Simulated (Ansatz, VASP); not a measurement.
One calculation of Y, two programs

```xyz
1
Lattice="0.0000 2.4850 2.5471 2.4850 0.0000 2.5471 2.4850 2.4850 0.0000" Properties=species:S:1:pos:R:3 pbc="T T T"
Y     0.0000    0.0000    0.0000
```

Change from the starting cell: strain +0.000 along x and y, +0.025 along z, atoms carried along.

Alike in both runs: task single point; functional PBEsol; k mesh 16 × 16 × 16; occupations gaussian, width 0.15 eV; no spin polarisation.

|  | VASP | Ansatz |
| --- | --- | --- |
| version | VASP 6.6.1 | Ansatz 0.2.0 |
| potentials or method | VASP PAW PBE potentials, release 64 (Y_sv), cutoff 520 eV | scalar-relativistic, plane waves, PAW |
| valence electrons in the cell | 11 | 11 |

|  | VASP | Ansatz | Ansatz less VASP |
| --- | --- | --- | --- |
| gap on the k mesh at the Fermi level (eV) | none | none | - |
| pressure (GPa) | -0.9 | -0.8 | +0.12 |
| traceless stress, the component that is largest in VASP (GPa) | -0.51 | -0.50 | +0.004 |

VASP's potentials were made for PBE, not for PBEsol. A gap of «none» marks a metal or a gap that the smearing closes. The functional is the same, so the differences come from potentials, cutoffs and numerics.
